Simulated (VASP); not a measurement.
# Zn (I4/mmm) in VASP: a series of runs

The runs below take Zn through single point, with PBE.

All numbers are computed with VASP 6.6.1; they aren't measurements. Logs are shortened: lines on timing, memory, paths and dates and some standing lists are left out, and cuts for length are marked.

## Step 1: The cell of the first run

Symmetry: I4/mmm, No. 139, tetragonal system. The conventional cell has a = 3.138 Å, b = 3.138 Å, c = 3.107 Å, α = 90.00°, β = 90.00°, γ = 90.00°. Zn (site symmetry 4/mmm) has 14 Zn at 2.71 to 3.14 Å within 3.6 Å.

This isn't the form of Zn at room conditions, which is hcp.

## Step 2: Single point, PBE (strain -0.0100 x Voigt [1, 0, 0, 0, 0, 0])

INCAR reads:

```
SYSTEM = Zn
  ALGO = Fast
  EDIFF = 1E-6
  ENCUT = 520
  GGA = PE
  ISIF = 2
  ISMEAR = 0
  LASPH = .True.
  LCHARG = .True.
  LELF = .True.
  LREAL = .False.
  LVHAR = .True.
  LWAVE = .False.
  NBANDS = 12
  NELM = 80
  PREC = Accurate
  SIGMA = 0.15
```

KPOINTS reads:

```
k-points
0
Gamma
  22 22 22
  0 0 0
```

POSCAR reads:

```
Zn
1.0
   -1.5533466300      1.5690370000      1.5690370000
    1.5533466300     -1.5690370000      1.5690370000
    1.5533466300      1.5690370000     -1.5690370000
Zn
1
Direct
    0.0000000000      0.0000000000      0.0000000000
```

Potentials or basis: VASP PAW PBE potentials, release 64 (Zn).

Run with:

```bash
> cat potpaw_PBE.64/Zn/POTCAR > POTCAR
> mpirun -np 1 vasp_std > vasp.out
```

OUTCAR:

```text
SYSTEM = Zn
   EDIFF = 1E-6
   ENCUT = 520
   GGA = PE
   ISIF = 2
   ISMEAR = 0
   LASPH = .True.
   LREAL = .False.
   NELM = 80
   PREC = Accurate

 ion  position               nearest neighbor table
   1  0.000  0.000  0.000-

  LATTYP: Found a body centered tetragonal cell.
 ALAT       =     3.1380740000
 C/A-ratio  =     0.9900000000

  Lattice vectors:

 A1 = (  -1.5533466300,   1.5690370000,  -1.5690370000)
 A2 = (  -1.5533466300,  -1.5690370000,   1.5690370000)
 A3 = (   1.5533466300,   1.5690370000,   1.5690370000)

Analysis of symmetry for initial positions (statically):
=====================================================================
 Subroutine PRICEL returns:
 Original cell was already a primitive cell.

 Routine SETGRP: Setting up the symmetry group for a
 body centered tetragonal supercell.

 Subroutine GETGRP returns: Found 16 space group operations
 (whereof 16 operations were pure point group operations)
 out of a pool of 16 trial point group operations.

The static configuration has the point symmetry D_4h.

Analysis of symmetry for dynamics (positions and initial velocities):
=====================================================================
 Subroutine PRICEL returns:
 Original cell was already a primitive cell.

 Routine SETGRP: Setting up the symmetry group for a
 body centered tetragonal supercell.

 Subroutine GETGRP returns: Found 16 space group operations
 (whereof 16 operations were pure point group operations)
 out of a pool of 16 trial point group operations.

The dynamic configuration has the point symmetry D_4h.

 Subroutine INISYM returns: Found 16 space group operations
 (whereof 16 operations are pure point group operations),
 and found     1 'primitive' translations

----------------------------------------------------------------------------------------

                                     Primitive cell

  volume of cell :      15.2966

  direct lattice vectors                    reciprocal lattice vectors
    -1.553346630  1.569037000  1.569037000     0.000000000  0.318666800  0.318666800
     1.553346630 -1.569037000  1.569037000     0.321885657  0.000000000  0.318666800
     1.553346630  1.569037000 -1.569037000     0.321885657  0.318666800  0.000000000

  length of vectors
[... 85 lines left out ...]
   NFREE  =      0    steps in history (QN), initial steepest desc. (CG)
   ISIF   =      2    stress and relaxation
   ISYM   =      2    0-nonsym 1-usesym 2-fastsym
   POTIM  = 0.5000    time-step for ionic-motion
   TEBEG  =    0.0;   TEEND  =   0.0 temperature during run
   PSTRESS=    0.0 pullay stress
   NELECT =      12.0000    total number of electrons
   NUPDOWN=      -1.0000    fix difference up-down
   EMIN   =  10.00;   EMAX   =-10.00  energy-range for DOS
   EFERMI =   0.00;   METHOD = LEGACY
   ISMEAR =     0;   SIGMA  =   0.15  broadening in eV -4-tet -1-fermi 0-gaus
   EFERMI_NEDOS =   21; number of points for ismear=-14 and -15
   IALGO  =     68    algorithm
   IMIX   =      4    mixing-type and parameters
     AMIX     =   0.40;   BMIX     =  1.00
     AMIX_MAG =   1.60;   BMIX_MAG =  1.00
  volume/ion in A,a.u.               =      15.30       103.23
  Fermi-wavevector in a.u.,A,eV,Ry     =   1.509861  2.853224 31.016937  2.279681
  Thomas-Fermi vector in A             =   2.620127
   LORBIT       =      0    0 simple, 1 ext, 2 COOP (PROOUT), +10 PAW based schemes
   GGA     = PE    functional components
   LHFCALC =     F    Hartree Fock is set to
   AEXX    =    0.0000 exact exchange contribution
   IVDW    =     0    specifies the selected vdW correction
   LEPSILON=     F    determine dielectric tensor
   LRPA    =     F    only Hartree local field effects (RPA)
 non-spin polarized calculation
 RMM-DIIS sequential band-by-band and
 Gauss-broadening in eV      SIGMA  =   0.15
  energy-cutoff  :      520.00
  volume of cell :       15.30
 maximum number of plane-waves:       426
   NGX =  9   NGY =  9   NGZ =  9

 number of electron      12.0000023 magnetization

 Free energy of the ion-electron system (eV)
  ---------------------------------------------------
  ext. energy  EPLUGINS =         0.00000000
  ---------------------------------------------------
  free energy    TOTEN  =        -1.02534770 eV

  energy without entropy =       -1.02151639  energy(sigma->0) =       -1.02343205

 E-fermi :   3.2113     XC(G=0): -11.5356

 val. band max:        3.2016955623   @ k =   0.2273   0.3636   0.0455
 cond. band min:       3.2336533389   @ k =   0.0455   0.4091   0.0455
 fundamental gap:      0.0319577766
 Fermi energy:         3.2112905429

 k-point     1 :       0.0000    0.0000    0.0000
  band No.  band energies     occupation
      1      -7.2572      2.00000
      2      -4.6341      2.00000
      3      -4.6156      2.00000
      4      -4.6156      2.00000
      5      -4.1251      2.00000
      6      -4.1084      2.00000
      7      22.2286      0.00000
      8      22.2286      0.00000
      9      22.3861      0.00000
     10      23.9134      0.00000
     11      23.9134      0.00000
     12      24.0879      0.00000
[... 331 lines left out ...]
 k-point    24 :      -0.0000    0.0909    0.0000
  band No.  band energies     occupation
      1      -6.9950      2.00000
      2      -4.6505      2.00000
      3      -4.6100      2.00000
      4      -4.5624      2.00000
      5      -4.1369      2.00000
      6      -4.1166      2.00000
      7      19.1847      0.00000
      8      20.6098      0.00000
      9      21.1278      0.00000
     10      22.4239      0.00000
     11      22.5219      0.00000
     12      23.8457      0.00000

 [... further k-points ...]

------------------------ aborting loop because EDIFF is reached ----------------------------------------

  FORCE on cell =-STRESS in cart. coord.  units (eV):
  Direction    XX          YY          ZZ          XY          YZ          ZX
  --------------------------------------------------------------------------------------
  -------------------------------------------------------------------------------------
  Total        0.0341474      0.0854564      0.0854564      0.0000000      0.0000000      0.0000000
  in kB        3.5766229      8.9507687      8.9507687      0.0000000      0.0000000      0.0000000
  external PRESSURE =       7.1593867 kB  Pullay stress =       0.0000000 kB

 VOLUME and BASIS-vectors are now :
 -----------------------------------------------------------------------------
  energy-cutoff  :      520.00
  volume of cell :       15.30
      direct lattice vectors                 reciprocal lattice vectors
    -1.553346630  1.569037000  1.569037000     0.000000000  0.318666800  0.318666800
     1.553346630 -1.569037000  1.569037000     0.321885657  0.000000000  0.318666800
     1.553346630  1.569037000 -1.569037000     0.321885657  0.318666800  0.000000000

 POSITION                                       TOTAL-FORCE (eV/Angst)
 -----------------------------------------------------------------------------------
      0.00000      0.00000      0.00000         0.000000     -0.000000     -0.000000
 -----------------------------------------------------------------------------------
    total drift:                                0.000000     -0.000000      0.000000

  FREE ENERGIE OF THE ION-ELECTRON SYSTEM (eV)
  ---------------------------------------------------
  free  energy   TOTEN  =        -1.0253477034 eV

  energy  without entropy=       -1.0215163902  energy(sigma->0) =       -1.02343205
```

OSZICAR:

```text
N       E                     dE             d eps       ncg     rms          rms(c)
DAV:   1     0.425631409618E+02    0.42563E+02   -0.66081E+03 20524   0.158E+03
DAV:   2     0.160247807492E+00   -0.42403E+02   -0.39873E+02 20836   0.214E+02
DAV:   3    -0.111766464070E+01   -0.12779E+01   -0.12758E+01 22856   0.368E+01
DAV:   4    -0.112062419914E+01   -0.29596E-02   -0.29594E-02 22244   0.175E+00
DAV:   5    -0.112062645252E+01   -0.22534E-05   -0.22529E-05 22428   0.467E-02    0.279E+00
RMM:   6    -0.103206515106E+01    0.88561E-01   -0.21761E-01 24396   0.625E+00    0.219E+00
RMM:   7    -0.102781047168E+01    0.42547E-02   -0.67242E-03 25192   0.125E+00    0.106E+00
RMM:   8    -0.102536762103E+01    0.24429E-02   -0.18125E-03 22977   0.433E-01    0.540E-02
RMM:   9    -0.102536653145E+01    0.10896E-05   -0.49586E-04 25827   0.350E-01    0.686E-02
RMM:  10    -0.102534719760E+01    0.19334E-04   -0.63272E-05 25645   0.978E-02    0.705E-03
RMM:  11    -0.102534770340E+01   -0.50580E-06   -0.37087E-06 20611   0.246E-02
   1 F= -.10253477E+01 E0= -.10234320E+01  d E =-.383131E-02
```

stdout:

```text
POSCAR found type information on POSCAR Zn
 POSCAR found :  1 types and       1 ions
 scaLAPACK will be used
 LDA part: xc-table for (Slater+PW92), standard interpolation
 POSCAR, INCAR and KPOINTS ok, starting setup
 FFT: planning ... GRIDC
 FFT: planning ... GRID_SOFT
 FFT: planning ... GRID
 WAVECAR not read
 entering main loop
WARNING in EDDRMM: call to ZHEGV failed, returncode =   8  4     12
WARNING in EDDRMM: call to ZHEGV failed, returncode =   8  4     11
WARNING in EDDRMM: call to ZHEGV failed, returncode =   6  3     11
WARNING in EDDRMM: call to ZHEGV failed, returncode =   6  3     11
WARNING in EDDRMM: call to ZHEGV failed, returncode =   6  3     11
WARNING in EDDRMM: call to ZHEGV failed, returncode =   8  4     10
```

It took 63 s on 1 thread of Intel Xeon Platinum 8488C (Sapphire Rapids), shared host; peak memory 0.25 GiB.

Results:

| Item | Value |
| --- | --- |
| Free energy | -1.0253 eV |
| Pressure | 0.7 GPa |
| Band gap on the k mesh | zero (bands 6 and 7 overlap by 5.14 eV) |

Caveat: the cell differs from its parent crystal (strain -0.0100 x Voigt [1, 0, 0, 0, 0, 0]).

## Step 3: Single point, PBE (strain +0.0350 x Voigt [1, 0, 0, 0, 0, 0])

INCAR reads:

```
SYSTEM = Zn
PREC = Accurate ; ENCUT = 520
EDIFF = 1E-6 ; ISMEAR = 0
SIGMA = 0.15 ; LREAL = .FALSE.
LASPH = .TRUE. ; NELM = 100
ALGO = Fast ; ISIF = 2
LWAVE = .FALSE. ; LCHARG = .FALSE.
GGA = PE ; NBANDS = 12
```

KPOINTS reads:

```
regular mesh
0
G
  22 22 22
  0 0 0
```

POSCAR reads:

```
Zn
1.0
   -1.6239532950      1.5690370000      1.5690370000
    1.6239532950     -1.5690370000      1.5690370000
    1.6239532950      1.5690370000     -1.5690370000
Zn
1
Direct
    0.0000000000      0.0000000000      0.0000000000
```

Potentials or basis: VASP PAW PBE potentials, release 64 (Zn).

Run with:

```bash
> cat potpaw_PBE.64/Zn/POTCAR > POTCAR
> mpirun -np 1 vasp_std > vasp.out
```

Run time: 71 s. Hardware: 1 thread of Intel Xeon Platinum 8488C (Sapphire Rapids), shared host; peak memory 0.26 GiB.

The run converged. Its results:

```
Free energy            : -1.0235 eV
Pressure               : -2.0 GPa
Band gap on the k mesh : zero (bands 6 and 7 overlap by 4.72 eV)
```

Stress tensor (GPa, compression positive):
```
-1.25  0.00  0.00
 0.00 -2.42  0.00
 0.00  0.00 -2.42
```

Levels at points of the mesh, in eV from the Fermi level:
```
           k point  band 3  band 4  band 5  band 6  band 7  band 8  band 9  band 10
(0.00, 0.00, 0.00)   -7.69   -7.63   -7.23   -7.18   18.11   18.44   18.44    20.01
(0.50, 0.00, 0.00)   -7.19   -7.16   -6.89   -2.39   -0.84   10.52   11.86    14.49
(0.00, 0.50, 0.00)   -7.26   -7.17   -6.90   -2.57   -1.17   11.23   12.70    15.22
(0.50, 0.50, 0.50)   -6.98   -6.96   -6.96    3.46    4.46    4.46    6.78     8.40
```

Caveat: the cell differs from its parent crystal (strain +0.0350 x Voigt [1, 0, 0, 0, 0, 0]).

## Step 4: Single point, PBE (strain +0.0400 x Voigt [1, 0, 0, 0, 0, 0])

INCAR reads:

```
PREC = Accurate
ENCUT = 520
EDIFF = 1E-6
ISMEAR = 0
SIGMA = 0.15
LREAL = F
LASPH = T
NELM = 60
ALGO = Fast
ISIF = 2
LWAVE = F
LCHARG = F
GGA = PE
NBANDS = 12
```

KPOINTS reads:

```
Automatic mesh
0
Gamma
  22 22 22
```

POSCAR reads:

```
Zn
1.0
   -1.6317984800      1.5690370000      1.5690370000
    1.6317984800     -1.5690370000      1.5690370000
    1.6317984800      1.5690370000     -1.5690370000
Zn
1
Direct
    0.0000000000      0.0000000000      0.0000000000
```

Run with:

```bash
> cat potpaw_PBE.64/Zn/POTCAR > POTCAR
> mpirun -np 1 vasp_std > vasp.out
```

Run time: 1.7 min. Hardware: 1 thread of Intel Xeon Platinum 8488C (Sapphire Rapids), shared host; peak memory 0.25 GiB.

It converged, with:

* Free energy: -1.0229 eV
* Pressure: -2.3 GPa
* Band gap on the k mesh: zero (bands 6 and 7 overlap by 4.64 eV)

Stress tensor (GPa, compression positive):
```
-1.38  0.00  0.00
 0.00 -2.75  0.00
 0.00  0.00 -2.75
```

Levels at points of the mesh, in eV from the Fermi level:
```tsv
k point	band 4	band 5	band 6	band 7	band 8	band 9
(0.00, 0.00, 0.00)	-7.61	-7.22	-7.17	18.01	18.36	18.36
(0.50, 0.00, 0.00)	-7.14	-6.88	-2.35	-0.81	10.43	11.76
(0.00, 0.50, 0.00)	-7.16	-6.89	-2.56	-1.19	11.24	12.72
(0.50, 0.50, 0.50)	-6.95	-6.95	3.37	4.50	4.50	6.67
```

Caveat: the cell differs from its parent crystal (strain +0.0400 x Voigt [1, 0, 0, 0, 0, 0]).

## Step 5: Overview

```tsv
cell	gap on the mesh (eV)	pressure (GPa)
a = 2.709 Å, angles 110.0, 109.2, 109.2°, 1 atom	none	0.7
a = 2.750 Å, angles 107.6, 110.4, 110.4°, 1 atom	none	-2.0
a = 2.754 Å, angles 107.3, 110.5, 110.5°, 1 atom	none	-2.3
```

Alike in all rows: task single point; level PBE; potentials or basis VASP PAW PBE potentials, release 64 (Zn); no spin polarisation; k mesh 22 × 22 × 22; cutoff (eV) 520; smearing gaussian 0.15 eV.

Absolute energies hang on the potentials; compare differences alone.

The gap in the log of VASP goes by the Fermi energy; the results here count the filled bands.